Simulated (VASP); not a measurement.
C, 2 atoms in the cell. The structure is cubic, space group Fd-3m (No. 227). Conventional cell: a = 3.536 Å, b = 3.536 Å, c = 3.536 Å, α = 90.00°, β = 90.00°, γ = 90.00°. C (site symmetry -43m) has 4 C at 1.53 Å within 2.0 Å.  This cell differs from its parent crystal: volume scaled by 0.96.

| Item | Value |
| --- | --- |
| Program | VASP 6.6.1 |
| Task | single point |
| Functional | revPBE |
| Potentials or basis | VASP PAW PBE potentials, release 64 (C) |
| Cutoff | 520 eV |
| k mesh | 13 × 13 × 13 |
| Occupations | fermi-dirac, width 0.05 eV |
| Spin | no spin polarisation |
| Dipole correction | no |
| Further INCAR settings | ALGO = Normal; EDIFF = 1e-06; NBANDS = 11 |

Potentials or basis: VASP PAW PBE potentials, release 64 (C).

Run with:

```bash
$ cat potpaw_PBE.64/C/POTCAR > POTCAR
$ mpirun -np 1 vasp_std > vasp.out
```

Hardware: 1 thread of Intel Xeon 6455B, with other jobs on the host.

Question: Estimate the wall time of this run.

Answer: It took 8.2 s on 1 thread of Intel Xeon 6455B (shared host), peak memory 0.12 GiB. Counts: scf iterations 11, k points 84.
